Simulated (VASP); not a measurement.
# S (Fm-3m) in VASP: notebook, part 2 of 2

VASP 6.6.1. Earlier steps stand in the parts before.

## Step 3: Single point, PBE

This run uses another cell than the first one, of 15.86 Å³/atom, 1.425 times its volume.

File INCAR:

```
SYSTEM = S
PREC = Accurate
ENCUT = 520
EDIFF = 1E-7
ISMEAR = -1
SIGMA = 0.03
LREAL = .False.
LASPH = .True.
NELM = 100
ALGO = Normal
ISIF = 2
LWAVE = .False.
LCHARG = .False.
GGA = PE
NBANDS = 9
```

File KPOINTS:

```
Automatic mesh
0
Gamma
  16 16 16
  0 0 0
```

File POSCAR:

```
S
1.0
    0.0000000000      1.9939585068      1.9939585068
    1.9939585068      0.0000000000      1.9939585068
    1.9939585068      1.9939585068      0.0000000000
S
1
Direct
    0.0000000000      0.0000000000      0.0000000000
```

Potentials or basis: VASP PAW PBE potentials, release 64 (S).

Run with:

```bash
cat potpaw_PBE.64/S/POTCAR > POTCAR
mpirun -np 1 vasp_std > vasp.out
```

OUTCAR:

```text
SYSTEM = S
   PREC = Accurate
   ENCUT = 520
   EDIFF = 1E-7
   ISMEAR = -1
   LREAL = .False.
   LASPH = .True.
   NELM = 100
   ISIF = 2
   GGA = PE

 ion  position               nearest neighbor table
   1  0.000  0.000  0.000-

  LATTYP: Found a face centered cubic cell.
 ALAT       =     3.9879170136

  Lattice vectors:

 A1 = (   0.0000000000,   1.9939585068,   1.9939585068)
 A2 = (   1.9939585068,   0.0000000000,   1.9939585068)
 A3 = (   1.9939585068,   1.9939585068,   0.0000000000)

Analysis of symmetry for initial positions (statically):
=====================================================================
 Subroutine PRICEL returns:
 Original cell was already a primitive cell.

 Routine SETGRP: Setting up the symmetry group for a
 face centered cubic supercell.

 Subroutine GETGRP returns: Found 48 space group operations
 (whereof 48 operations were pure point group operations)
 out of a pool of 48 trial point group operations.

The static configuration has the point symmetry O_h .

Analysis of symmetry for dynamics (positions and initial velocities):
=====================================================================
 Subroutine PRICEL returns:
 Original cell was already a primitive cell.

 Routine SETGRP: Setting up the symmetry group for a
 face centered cubic supercell.

 Subroutine GETGRP returns: Found 48 space group operations
 (whereof 48 operations were pure point group operations)
 out of a pool of 48 trial point group operations.

The dynamic configuration has the point symmetry O_h .

 Subroutine INISYM returns: Found 48 space group operations
 (whereof 48 operations are pure point group operations),
 and found     1 'primitive' translations

----------------------------------------------------------------------------------------

                                     Primitive cell

  volume of cell :      15.8554

  direct lattice vectors                    reciprocal lattice vectors
     0.000000000  1.993958507  1.993958507    -0.250757475  0.250757475  0.250757475
     1.993958507  0.000000000  1.993958507     0.250757475 -0.250757475  0.250757475
     1.993958507  1.993958507  0.000000000     0.250757475  0.250757475 -0.250757475

  length of vectors
     2.819883163  2.819883163  2.819883163     0.434324687  0.434324687  0.434324687

  position of ions in fractional coordinates (direct lattice)
     0.000000000  0.000000000  0.000000000

  ion indices of the primitive-cell ions
   primitive index   ion index
                 1           1

----------------------------------------------------------------------------------------

 KPOINTS: Automatic mesh

Automatic generation of k-mesh.
 Grid dimensions read from file:
 generate k-points for:   16   16   16

 Generating k-lattice:

  Cartesian coordinates                     Fractional coordinates (reciprocal lattice)
    -0.015672342  0.015672342  0.015672342     0.062500000  0.000000000  0.000000000
     0.015672342 -0.015672342  0.015672342     0.000000000  0.062500000  0.000000000
     0.015672342  0.015672342 -0.015672342     0.000000000  0.000000000  0.062500000

  Length of vectors
     0.027145293  0.027145293  0.027145293

  Shift w.r.t. Gamma in fractional coordinates (k-lattice)
     0.000000000  0.000000000  0.000000000

 Subroutine IBZKPT returns following result:
 ===========================================

 Found    145 irreducible k-points:

 Following reciprocal coordinates:
            Coordinates               Weight
  0.000000  0.000000  0.000000      1.000000
  0.062500  0.000000  0.000000      8.000000
  0.125000  0.000000  0.000000      8.000000
  0.187500  0.000000  0.000000      8.000000
  0.250000  0.000000  0.000000      8.000000
  0.312500  0.000000  0.000000      8.000000
[... 16 lines left out ...]
 -0.125000  0.062500  0.000000     24.000000
 -0.062500  0.062500  0.000000     12.000000
 [... further k-points ...]
   k-points           NKPTS =    145   k-points in BZ     NKDIM =    145   number of bands    NBANDS=      9
   number of dos      NEDOS =    301   number of ions     NIONS =      1
   total plane-waves  NPLWV =  13824
   dimension x,y,z NGX =    24 NGY =   24 NGZ =   24
   dimension x,y,z NGXF=    48 NGYF=   48 NGZF=   48
   ions per type =               1
   NGX,Y,Z   is equivalent  to a cutoff of  14.15, 14.15, 14.15 a.u.
   NGXF,Y,Z  is equivalent  to a cutoff of  28.30, 28.30, 28.30 a.u.
 SYSTEM =  S
   PREC   = accura    normal or accurate (medium, high low for compatibility)
   ISTART =      0    job   : 0-new  1-cont  2-samecut
   ICHARG =      2    charge: 1-file 2-atom 10-const
   ISPIN  =      1    spin polarized calculation?
   LNONCOLLINEAR =      F non collinear calculations
   LSORBIT =      F    spin-orbit coupling
   LASPH  =      T    aspherical Exc in radial PAW
   ENCUT  =  520.0 eV  38.22 Ry    6.18 a.u.   5.24  5.24  5.24*2*pi/ulx,y,z
   NELM   =    100;   NELMIN=  2; NELMDL= -5     # of ELM steps
   EDIFF  = 0.1E-06   stopping-criterion for ELM
   LREAL  =      F    real-space projection
   EDIFFG = 0.1E-05   stopping-criterion for IOM
   NSW    =      0    number of steps for IOM
   IBRION =     -1    ionic relax: 0-MD 1-quasi-New 2-CG
   NFREE  =      0    steps in history (QN), initial steepest desc. (CG)
   ISIF   =      2    stress and relaxation
   ISYM   =      2    0-nonsym 1-usesym 2-fastsym
   POTIM  = 0.5000    time-step for ionic-motion
   TEBEG  =    0.0;   TEEND  =   0.0 temperature during run
   PSTRESS=    0.0 pullay stress
   NELECT =       6.0000    total number of electrons
   NUPDOWN=      -1.0000    fix difference up-down
   EMIN   =  10.00;   EMAX   =-10.00  energy-range for DOS
   EFERMI =   0.00;   METHOD = LEGACY
   ISMEAR =    -1;   SIGMA  =   0.03  broadening in eV -4-tet -1-fermi 0-gaus
   EFERMI_NEDOS =   21; number of points for ismear=-14 and -15
   IALGO  =     38    algorithm
   IMIX   =      4    mixing-type and parameters
     AMIX     =   0.40;   BMIX     =  1.00
     AMIX_MAG =   1.60;   BMIX_MAG =  1.00
  volume/ion in A,a.u.               =      15.86       107.00
  Fermi-wavevector in a.u.,A,eV,Ry     =   1.184129  2.237680 19.077575  1.402162
  Thomas-Fermi vector in A             =   2.320350
   LORBIT       =      0    0 simple, 1 ext, 2 COOP (PROOUT), +10 PAW based schemes
   GGA     = PE    functional components
   LHFCALC =     F    Hartree Fock is set to
   AEXX    =    0.0000 exact exchange contribution
   IVDW    =     0    specifies the selected vdW correction
   LEPSILON=     F    determine dielectric tensor
   LRPA    =     F    only Hartree local field effects (RPA)
 non-spin polarized calculation
  energy-cutoff  :      520.00
  volume of cell :       15.86
 maximum number of plane-waves:       444
 NGX is ok and might be reduce to    24
   NGX = 11   NGY = 11   NGZ = 11

 number of electron       5.9999999 magnetization

 Free energy of the ion-electron system (eV)
  ---------------------------------------------------
  ext. energy  EPLUGINS =         0.00000000
  ---------------------------------------------------
  free energy    TOTEN  =        -2.83609569 eV

  energy without entropy =       -2.83443183  energy(sigma->0) =       -2.83526376

 E-fermi :   7.4453     XC(G=0): -11.1701

 val. band max:        7.4317882432   @ k =  -0.4375   0.3125   0.0000
 cond. band min:       7.4528530415   @ k =  -0.3750   0.1250   0.0000
 fundamental gap:      0.0210647983
 Fermi energy:         7.4453117761

 k-point     1 :       0.0000    0.0000    0.0000
  band No.  band energies     occupation
      1      -9.2735      2.00000
      2      10.6094      0.00000
      3      10.6094      0.00000
      4      10.6094      0.00000
      5      19.5401      0.00000
      6      19.5401      0.00000
      7      19.5401      0.00000
      8      21.7858      0.00000
      9      24.8609      0.00000

 k-point     2 :       0.0625    0.0000    0.0000
  band No.  band energies     occupation
      1      -9.1812      2.00000
      2      10.0864      0.00000
      3      10.5399      0.00000
      4      10.5399      0.00000
      5      19.3604      0.00000
      6      19.7016      0.00000
      7      19.7016      0.00000
      8      22.0964      0.00000
      9      24.5709      0.00000
[... 253 lines left out ...]
 k-point    24 :      -0.0625    0.0625    0.0000
  band No.  band energies     occupation
      1      -9.0279      2.00000
      2       9.4973      0.00000
      3      10.0756      0.00000
      4      10.5847      0.00000
      5      19.0962      0.00000
      6      19.7990      0.00000
      7      20.0922      0.00000
      8      22.5263      0.00000
      9      23.7652      0.00000

 [... further k-points ...]

------------------------ aborting loop because EDIFF is reached ----------------------------------------

  FORCE on cell =-STRESS in cart. coord.  units (eV):
  Direction    XX          YY          ZZ          XY          YZ          ZX
  --------------------------------------------------------------------------------------
  -------------------------------------------------------------------------------------
  Total       -0.0129572     -0.0129572     -0.0129572      0.0000000     -0.0000000      0.0000000
  in kB       -1.3093134     -1.3093134     -1.3093134      0.0000000     -0.0000000      0.0000000
  external PRESSURE =      -1.3093134 kB  Pullay stress =       0.0000000 kB

 VOLUME and BASIS-vectors are now :
 -----------------------------------------------------------------------------
  energy-cutoff  :      520.00
  volume of cell :       15.86
      direct lattice vectors                 reciprocal lattice vectors
     0.000000000  1.993958507  1.993958507    -0.250757475  0.250757475  0.250757475
     1.993958507  0.000000000  1.993958507     0.250757475 -0.250757475  0.250757475
     1.993958507  1.993958507  0.000000000     0.250757475  0.250757475 -0.250757475

 POSITION                                       TOTAL-FORCE (eV/Angst)
 -----------------------------------------------------------------------------------
      0.00000      0.00000      0.00000         0.000000      0.000000     -0.000000
 -----------------------------------------------------------------------------------
    total drift:                                0.000000      0.000000     -0.000000

  FREE ENERGIE OF THE ION-ELECTRON SYSTEM (eV)
  ---------------------------------------------------
  free  energy   TOTEN  =        -2.8360956863 eV

  energy  without entropy=       -2.8344318310  energy(sigma->0) =       -2.83526376
```

stdout:

```text
POSCAR found type information on POSCAR S
 POSCAR found :  1 types and       1 ions
 scaLAPACK will be used
 LDA part: xc-table for (Slater+PW92), standard interpolation
 POSCAR, INCAR and KPOINTS ok, starting setup
 FFT: planning ... GRIDC
 FFT: planning ... GRID_SOFT
 FFT: planning ... GRID
 WAVECAR not read
 entering main loop
```

Run time: 8.2 s. Hardware: 1 thread of Intel Xeon Platinum 8488C (Sapphire Rapids), shared host; peak memory 0.13 GiB.

What came out:

| Item | Value |
| --- | --- |
| Free energy | -2.8361 eV |
| Pressure | -0.1 GPa |
| Band gap on the k mesh | zero (band 3 reaches 10.61 eV, above the bottom of band 4 at 4.91 eV) |
